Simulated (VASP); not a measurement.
Write the native input for VASP 6.6.1 that does the following.

```yaml
Task: relaxation of cell and atoms
Functional: PBEsol
Potentials_or_basis: VASP PAW PBE potentials, release 64 (Be)
Cutoff: 600 eV
k_mesh: 10 × 10 × 14
Occupations: fermi-dirac, width 0.1 eV
Spin: no spin polarisation
Dipole_correction: no
Further_INCAR_settings: ALGO = Normal; EDIFF = 1e-06; IBRION = 2; EDIFFG = -0.01; NSW = 80; ISIF = 3
```

The structure of Be lies in POSCAR:

```
Be
1.0
    3.5790237631      0.0000000000      0.0000000000
   -1.7895118815      3.0995254996      0.0000000000
    0.0000000000      0.0000000000      2.1939415668
Be
3
Direct
    0.0000000000      0.0000000000      0.0000000000
    0.3333333333      0.6666666667      0.5000000000
    0.6666666667      0.3333333333      0.5000000000
```

This isn't the form of Be at room conditions, which is hcp.

One way to write it, as run:

INCAR

```
PREC = Accurate
ENCUT = 600
EDIFF = 1E-6
ISMEAR = -1
SIGMA = 0.1
LREAL = F
LASPH = T
NELM = 100
ALGO = Normal
ISIF = 3
LWAVE = F
LCHARG = F
GGA = PS
IBRION = 2
NSW = 80
EDIFFG = -0.01
```

KPOINTS

```
regular mesh
0
Gamma
  10 10 14
```

Potentials or basis: VASP PAW PBE potentials, release 64 (Be).

Run with:

```bash
$ cat potpaw_PBE.64/Be/POTCAR > POTCAR
$ mpirun -np 1 vasp_std > vasp.out
```

It gave:

```
Relaxed volume                        : 8.01 Å³/atom
Relaxed cell                          : a = 3.564 Å, b = 3.564 Å, c = 2.186 Å, α = 90.00°, β = 90.00°, γ = 120.00°
Space group after relaxing (to 0.1 Å) : P6/mmm (No. 191)
Energy gained by relaxing             : 0.4 meV/atom
Ionic steps                           : 5
Pressure after relaxing               : 0.0 GPa
Band gap on the k mesh                : zero (bands 3 and 4 overlap by 4.79 eV)
```

Caveat: the PAW data sets were made with another functional, which shifts forces and pressure a little.

It took 45 s on 1 thread of Intel Xeon 8259CL, on a shared host, peak memory 0.15 GiB.
